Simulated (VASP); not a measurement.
# Se (P3_121) in VASP: a series of runs, part 2 of 2

VASP 6.6.1.

## 4. Single point, LDA

This run uses another cell than the first one, of 23.01 Å³/atom, 0.789 times its volume.

Input file INCAR:

```
ALGO = Normal ; EDIFF = 1E-6
ENCUT = 520 ; ISIF = 2
ISMEAR = 0 ; LASPH = T
LCHARG = F ; LREAL = F
LWAVE = F ; NBANDS = 16
NELM = 100 ; PREC = Accurate
SIGMA = 0.01
```

Input file KPOINTS:

```
k-points
0
Gamma
  12 12 8
```

Input file POSCAR:

```
Se
1.0
    3.9466323547      0.0000000000      0.0000000000
   -1.9733161774      3.4178838786      0.0000000000
    0.0000000000      0.0000000000      5.1183868251
Se
3
Direct
    0.2554153299      0.0000000000      0.3333333333
    0.0000000000      0.2554153299      0.6666666667
    0.7445846701      0.7445846701      0.0000000000
```

Potentials or basis: VASP PAW LDA potentials, release 64 (Se).

Started as:

```bash
$ cat potpaw_LDA.64/Se/POTCAR > POTCAR
$ mpirun -np 1 vasp_std > vasp.out
```

OUTCAR:

```text
EDIFF = 1E-6
   ENCUT = 520
   ISIF = 2
   ISMEAR = 0
   LASPH = T
   LREAL = F
   NELM = 100
   PREC = Accurate

 ion  position               nearest neighbor table
   1  0.255  0.000  0.333-   3 2.44   2 2.44
   2  0.000  0.255  0.667-   3 2.44   1 2.44
   3  0.745  0.745  0.000-   1 2.44   2 2.44

  LATTYP: Found a hexagonal cell.
 ALAT       =     3.9466323547
 C/A-ratio  =     1.2968998288

  Lattice vectors:

 A1 = (   3.9466323547,   0.0000000000,   0.0000000000)
 A2 = (  -1.9733161774,   3.4178838786,   0.0000000000)
 A3 = (   0.0000000000,   0.0000000000,   5.1183868251)

Analysis of symmetry for initial positions (statically):
=====================================================================
 Subroutine PRICEL returns:
 Original cell was already a primitive cell.

 Routine SETGRP: Setting up the symmetry group for a
 hexagonal supercell.

 Subroutine GETGRP returns: Found  6 space group operations
 (whereof  2 operations were pure point group operations)
 out of a pool of 24 trial point group operations.

The static configuration has the point symmetry C_2 .
 The point group associated with its full space group is D_3 .

Analysis of symmetry for dynamics (positions and initial velocities):
=====================================================================
 Subroutine PRICEL returns:
 Original cell was already a primitive cell.

 Routine SETGRP: Setting up the symmetry group for a
 hexagonal supercell.

 Subroutine GETGRP returns: Found  6 space group operations
 (whereof  2 operations were pure point group operations)
 out of a pool of 24 trial point group operations.

The dynamic configuration has the point symmetry C_2 .
 The point group associated with its full space group is D_3 .

 Subroutine INISYM returns: Found  6 space group operations
 (whereof  2 operations are pure point group operations),
 and found     1 'primitive' translations

----------------------------------------------------------------------------------------

                                     Primitive cell

  volume of cell :      69.0426

  direct lattice vectors                    reciprocal lattice vectors
     3.946632355  0.000000000  0.000000000     0.253380581  0.146289347  0.000000000
    -1.973316177  3.417883879  0.000000000     0.000000000  0.292578694  0.000000000
     0.000000000  0.000000000  5.118386825     0.000000000  0.000000000  0.195374057

  length of vectors
     3.946632355  3.946632355  5.118386825     0.292578694  0.292578694  0.195374057

  position of ions in fractional coordinates (direct lattice)
     0.255415330  0.000000000  0.333333333
     0.000000000  0.255415330  0.666666667
     0.744584670  0.744584670  0.000000000

  ion indices of the primitive-cell ions
   primitive index   ion index
                 1           1
                 2           2
                 3           3

----------------------------------------------------------------------------------------

 KPOINTS: k-points

Automatic generation of k-mesh.
 Grid dimensions read from file:
 generate k-points for:   12   12    8

 Generating k-lattice:

  Cartesian coordinates                     Fractional coordinates (reciprocal lattice)
     0.021115048  0.012190779  0.000000000     0.083333333  0.000000000  0.000000000
     0.000000000  0.024381558  0.000000000     0.000000000  0.083333333  0.000000000
     0.000000000  0.000000000  0.024421757     0.000000000  0.000000000  0.125000000

  Length of vectors
     0.024381558  0.024381558  0.024421757

  Shift w.r.t. Gamma in fractional coordinates (k-lattice)
     0.000000000  0.000000000  0.000000000

 Subroutine IBZKPT returns following result:
 ===========================================

 Found    131 irreducible k-points:

 Following reciprocal coordinates:
            Coordinates               Weight
  0.000000  0.000000  0.000000      1.000000
  0.083333  0.000000  0.000000      6.000000
  0.166667  0.000000  0.000000      6.000000
  0.250000  0.000000  0.000000      6.000000
  0.333333  0.000000  0.000000      6.000000
  0.416667  0.000000  0.000000      6.000000
[... 16 lines left out ...]
  0.166667  0.000000  0.125000      6.000000
  0.000000  0.166667  0.125000      6.000000
 [... further k-points ...]
   k-points           NKPTS =    131   k-points in BZ     NKDIM =    131   number of bands    NBANDS=     16
   number of dos      NEDOS =    301   number of ions     NIONS =      3
   total plane-waves  NPLWV =  36000
   dimension x,y,z NGX =    30 NGY =   30 NGZ =   40
   dimension x,y,z NGXF=    60 NGYF=   60 NGZF=   80
   ions per type =               3
   NGX,Y,Z   is equivalent  to a cutoff of  12.64, 12.64, 12.99 a.u.
   NGXF,Y,Z  is equivalent  to a cutoff of  25.27, 25.27, 25.98 a.u.
 SYSTEM =  unknown system
   PREC   = accura    normal or accurate (medium, high low for compatibility)
   ISTART =      0    job   : 0-new  1-cont  2-samecut
   ICHARG =      2    charge: 1-file 2-atom 10-const
   ISPIN  =      1    spin polarized calculation?
   LNONCOLLINEAR =      F non collinear calculations
   LSORBIT =      F    spin-orbit coupling
   LASPH  =      T    aspherical Exc in radial PAW
   ENCUT  =  520.0 eV  38.22 Ry    6.18 a.u.   7.34  7.34  9.52*2*pi/ulx,y,z
   NELM   =    100;   NELMIN=  2; NELMDL= -5     # of ELM steps
   EDIFF  = 0.1E-05   stopping-criterion for ELM
   LREAL  =      F    real-space projection
   EDIFFG = 0.1E-04   stopping-criterion for IOM
   NSW    =      0    number of steps for IOM
   IBRION =     -1    ionic relax: 0-MD 1-quasi-New 2-CG
   NFREE  =      0    steps in history (QN), initial steepest desc. (CG)
   ISIF   =      2    stress and relaxation
   ISYM   =      2    0-nonsym 1-usesym 2-fastsym
   POTIM  = 0.5000    time-step for ionic-motion
   TEBEG  =    0.0;   TEEND  =   0.0 temperature during run
   PSTRESS=    0.0 pullay stress
   NELECT =      18.0000    total number of electrons
   NUPDOWN=      -1.0000    fix difference up-down
   EMIN   =  10.00;   EMAX   =-10.00  energy-range for DOS
   EFERMI =   0.00;   METHOD = LEGACY
   ISMEAR =     0;   SIGMA  =   0.01  broadening in eV -4-tet -1-fermi 0-gaus
   EFERMI_NEDOS =   21; number of points for ismear=-14 and -15
   IALGO  =     38    algorithm
   IMIX   =      4    mixing-type and parameters
     AMIX     =   0.40;   BMIX     =  1.00
     AMIX_MAG =   1.60;   BMIX_MAG =  1.00
  volume/ion in A,a.u.               =      23.01       155.31
  Fermi-wavevector in a.u.,A,eV,Ry     =   1.045827  1.976327 14.881437  1.093755
  Thomas-Fermi vector in A             =   2.180640
   LORBIT       =      0    0 simple, 1 ext, 2 COOP (PROOUT), +10 PAW based schemes
   GGA     = CA    functional components
   LHFCALC =     F    Hartree Fock is set to
   AEXX    =    0.0000 exact exchange contribution
   IVDW    =     0    specifies the selected vdW correction
   LEPSILON=     F    determine dielectric tensor
   LRPA    =     F    only Hartree local field effects (RPA)
 non-spin polarized calculation
 Gauss-broadening in eV      SIGMA  =   0.01
  energy-cutoff  :      520.00
  volume of cell :       69.04
 maximum number of plane-waves:      1892
 NGX is ok and might be reduce to    30
   NGX = 15   NGY = 15   NGZ = 19

 number of electron      18.0000000 magnetization

 Free energy of the ion-electron system (eV)
  ---------------------------------------------------
  ext. energy  EPLUGINS =         0.00000000
  ---------------------------------------------------
  free energy    TOTEN  =       -12.47789778 eV

  energy without entropy =      -12.47789778  energy(sigma->0) =      -12.47789778

 E-fermi :   4.5867     XC(G=0): -10.0129

 val. band max:        4.4614840546   @ k =   0.3333   0.3333   0.5000
 cond. band min:       4.7398814113   @ k =   0.3333   0.3333   0.5000
 fundamental gap:      0.2783973567
 Fermi energy:         4.5867284927

 k-point     1 :       0.0000    0.0000    0.0000
  band No.  band energies     occupation
      1     -11.9192      2.00000
      2      -7.7111      2.00000
      3      -7.7111      2.00000
      4       0.6831      2.00000
      5       1.0209      2.00000
      6       1.0209      2.00000
[... 8 lines left out ...]
     15      11.4699      0.00000
     16      12.6378      0.00000
[... 419 lines left out ...]
 k-point    24 :       0.0000    0.1667    0.1250
  band No.  band energies     occupation
      1     -11.6337      2.00000
      2      -8.5540      2.00000
      3      -6.8885      2.00000
      4      -0.4396      2.00000
      5      -0.0419      2.00000
      6       0.8527      2.00000
[... 8 lines left out ...]
     15      12.2546      0.00000
     16      12.9414      0.00000

 [... further k-points ...]
[... 5 lines left out ...]
  --------------------------------------------------------------------------------------
  -------------------------------------------------------------------------------------
  Total        0.0855913      0.0855913      0.1651098     -0.0000000     -0.0000000      0.0000000
  in kB        1.9862014      1.9862014      3.8314789     -0.0000000     -0.0000000      0.0000000
  external PRESSURE =       2.6012939 kB  Pullay stress =       0.0000000 kB

 VOLUME and BASIS-vectors are now :
 -----------------------------------------------------------------------------
  energy-cutoff  :      520.00
  volume of cell :       69.04
      direct lattice vectors                 reciprocal lattice vectors
     3.946632355  0.000000000  0.000000000     0.253380581  0.146289347  0.000000000
    -1.973316177  3.417883879  0.000000000     0.000000000  0.292578694  0.000000000
     0.000000000  0.000000000  5.118386825     0.000000000  0.000000000  0.195374057

 POSITION                                       TOTAL-FORCE (eV/Angst)
 -----------------------------------------------------------------------------------
      1.00803      0.00000      1.70613         0.037849      0.000000     -0.000000
     -0.50402      0.87298      3.41226        -0.018925      0.032779      0.000000
      1.46930      2.54490      0.00000        -0.018925     -0.032779      0.000000
 -----------------------------------------------------------------------------------
    total drift:                               -0.000000     -0.000000      0.000000

  FREE ENERGIE OF THE ION-ELECTRON SYSTEM (eV)
  ---------------------------------------------------
  free  energy   TOTEN  =       -12.4778977783 eV

  energy  without entropy=      -12.4778977783  energy(sigma->0) =      -12.47789778
```

Wall time 46 s (1 thread of Intel Xeon 6975P-C (Granite Rapids), shared host); peak memory 0.23 GiB.

Results:

| Quantity | Value |
| --- | --- |
| Free energy | -12.4779 eV |
| Pressure | 0.3 GPa |
| Largest force | 0.038 eV/Å |
| Band gap on the k mesh | 0.28 eV, direct |

Forces on the atoms (eV/Å):
```
Se   0.038  0.000  0.000
Se  -0.019  0.033  0.000
Se  -0.019 -0.033  0.000
```

Stress tensor (GPa, compression positive):
```
0.20 0.00 0.00
0.00 0.20 0.00
0.00 0.00 0.38
```

Levels at points of the mesh, in eV from the valence-band top:
```csv
k point,band 5,band 6,band 7,band 8,band 9,band 10,band 11,band 12,band 13,band 14
"(0.00, 0.00, 0.00)",-3.44,-3.44,-1.99,-1.99,-0.71,1.31,1.31,1.98,6.17,6.17
"(0.50, 0.00, 0.00)",-5.29,-4.13,-4.02,-1.47,-1.02,1.22,1.41,3.90,4.35,8.74
"(0.00, 0.00, 0.50)",-3.19,-3.19,-1.53,-1.35,-1.35,0.72,0.72,0.73,5.24,6.78
"(0.50, 0.00, 0.50)",-4.52,-4.43,-2.77,-2.28,-0.19,1.09,2.37,2.99,5.72,6.95
```

A k mesh can miss the band edges.

## 5. Overview

```tsv
cell	k mesh	smearing	gap on the mesh (eV)	pressure (GPa)	largest force (eV/Å)
a = 4.505, b = 4.505, c = 4.979 Å, angles 90.0, 90.0, 120.0°, 3 atoms	6 × 6 × 4	gaussian 0.1 eV	0.99	-2.0	0.13
a = 3.947, b = 3.947, c = 5.118 Å, angles 90.0, 90.0, 120.0°, 3 atoms	9 × 9 × 6	gaussian 0.02 eV	0.28	0.3	0.04
a = 3.947, b = 3.947, c = 5.118 Å, angles 90.0, 90.0, 120.0°, 3 atoms	12 × 12 × 8	gaussian 0.01 eV	0.28	0.3	0.04
```

Alike in all rows: task single point; level LDA; potentials or basis VASP PAW LDA potentials, release 64 (Se); no spin polarisation; cutoff (eV) 520.

Absolute energies hang on the potentials; compare differences alone.
